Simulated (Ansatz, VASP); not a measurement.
# One calculation of ZnO, two programs

```
Zn O
1.0
     3.24940    0.00000    0.00000
    -1.62470    2.81406    0.00000
     0.00000    0.00000    5.35991
Zn O
2 2
Direct
  0.33333 0.66667 0.00000
  0.66667 0.33333 0.50000
  0.33333 0.66667 0.38210
  0.66667 0.33333 0.88210
```

Change from the starting cell: zz strain of +3 %, crystal datasets.

Alike in both runs: task electric field gradients; functional PBE; k mesh 11 × 11 × 6; occupations fermi-dirac, width 0.02 eV; no spin polarisation.

|  | VASP | Ansatz |
| --- | --- | --- |
| version | VASP 6.6.1 | Ansatz 0.2.0 |
| potentials or method | VASP PAW PBE potentials, release 64 (Zn, O), cutoff 520 eV | all-electron PAW with datasets made for the crystal, scalar-relativistic |

Ansatz gave:

```
gap on the k mesh at the Fermi level (eV)                     : 0.74
pressure (GPa)                                                : 0.9
traceless stress, the component that is largest in VASP (GPa) : -3.52
rms of the force components (eV/Å)                            : 0.129
size of Vzz on the site where it differs most (V/Å²)          : 19.6
```

What did VASP give for the same quantities?

gap on the k mesh at the Fermi level (eV): 0.71; pressure (GPa): 2.0; traceless stress, the component that is largest in VASP (GPa): -3.73; rms of the force components (eV/Å): 0.140; size of Vzz on the site where it differs most (V/Å²): 20.2.

Atom by atom the forces differ by 0.011 eV/Å (rms over components). Ansatz ran all-electron here, and VASP with PAW potentials.
